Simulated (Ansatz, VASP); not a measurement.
## Two plane-wave programs on RbBr2

```xyz
3
Lattice="4.8699 0.0000 0.0000 0.0000 4.8699 0.0000 0.0000 0.0000 5.0740" Properties=species:S:1:pos:R:3 pbc="T T T"
Rb    0.0000    0.0000    2.5370
Br    0.0000    2.4349    0.0000
Br    2.4349    0.0000    0.0000
```

Alike in both runs: functional PBE; k mesh 4 × 4 × 4; occupations gaussian, width 0.1 eV; no spin polarisation.

Ansatz relaxed the structure, and its values are those at the end. VASP's run is a single point on that final structure, the one shown.

```csv
,VASP,Ansatz
version,VASP 6.6.1,Ansatz 0.2.0
potentials or method,"VASP PAW PBE potentials, release 64 (Rb_sv, Br), cutoff 520 eV","scalar-relativistic, plane waves, PAW"
valence electrons in the cell,23,23
```

```tsv
	VASP	Ansatz	Ansatz less VASP
gap on the k mesh at the Fermi level (eV)	none	none	-
pressure (GPa)	0.0	0.0	-0.02
```

A gap of «none» marks a metal or a gap that the smearing closes.
